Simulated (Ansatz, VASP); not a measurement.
La in VASP and in Ansatz

File INCAR:

```
PREC = Accurate ; ENCUT = 520
EDIFF = 1E-6 ; ISMEAR = -1
SIGMA = 0.05 ; LREAL = False
LASPH = True ; NELM = 60
ALGO = Fast ; ISIF = 2
LWAVE = False ; LCHARG = False
GGA = PS ; NBANDS = 30
```

KPOINTS

```
Automatic mesh
0
Gamma
  7 7 2
```

File POSCAR:

```
La
1.0
    3.7700000000     -0.0377000000      0.0000000000
   -1.9176491577      3.2837657723      0.0000000000
    0.0000000000      0.0000000000     12.1590000000
La
4
Direct
    0.6666666667      0.3333333333      0.2500000000
    0.3333333333      0.6666666667      0.7500000000
    0.0000000000      0.0000000000      0.5000000000
    0.0000000000      0.0000000000      0.0000000000
```

The input input.yaml:

```yaml
crystal:
  lattice:
    - [3.77, -0.0377, 0.0]
    - [-1.9176491577, 3.2837657723, 0.0]
    - [0.0, 0.0, 12.159]
  atoms:
    - { symbol: La, position: [0.6666666667, 0.3333333333, 0.25] }
    - { symbol: La, position: [0.3333333333, 0.6666666667, 0.75] }
    - { symbol: La, position: [0.0, 0.0, 0.5] }
    - { symbol: La, position: [0.0, 0.0, 0.0] }
hamiltonian:
  xc: pbesol
  pseudopotentials: { kind: paw }
kpoints:
  mp_grid: { grid: [7, 7, 2] }
  band_path:
    path:
      - [[0.0, 0.0, 0.0], [-0.5, 0.5, 0.0], [-0.6665333067, 0.3274914183, 0.0], [-0.5, 0.0, 0.0], [-0.5, 0.0, -0.5], [-0.3334666933, -0.3274914183, -0.5], [0.0, -0.5, -0.5], [0.0, -0.5, 0.0], [-0.3334666933, -0.3274914183, 0.0]]
      - [[-0.6665333067, 0.3274914183, -0.5], [-0.5, 0.5, -0.5], [0.0, 0.0, -0.5]]
      - [[-0.5, 0.5, 0.0], [-0.5, 0.5, -0.5]]
    npoints: 14
scf:
  occupations: { method: fermi_dirac, width: 0.05 }
  n_extra_bands: 10
output:
  forces: true
  stress: true
  eigenvalues: true
  fatbands: false
  write_density: true
  write_potential: true
  elf: true
  volumetric_format: npy
```

Alike in both runs: functional PBEsol; k mesh 7 × 7 × 2; occupations fermi-dirac, width 0.05 eV; no spin polarisation.

```csv
,VASP,Ansatz
version,VASP 6.6.1,Ansatz 0.2.0
potentials or method,"VASP PAW PBE potentials, release 64 (La)",Ansatz PAW
plane-wave cutoff (eV),520,420
valence electrons in the cell,44,44
task,single point,band structure
```

|  | VASP | Ansatz | Ansatz less VASP |
| --- | --- | --- | --- |
| gap on the k mesh at the Fermi level (eV) | none | none | - |
| pressure (GPa) | -2.4 | -2.4 | -0.03 |
| traceless stress, the component that is largest in VASP (GPa) | 0.29 | 0.28 | -0.005 |
| rms of the force components (eV/Å) | 0.008 | 0.008 | 0.0000 |

VASP's potentials were made for PBE, not for PBEsol. Atom by atom the forces differ by 0.000 eV/Å (rms over components). A gap of «none» marks a metal or a gap that the smearing closes. With one functional, cell and mesh, what is left measures potentials, basis and numerics.

Spin-orbit coupling is off throughout.
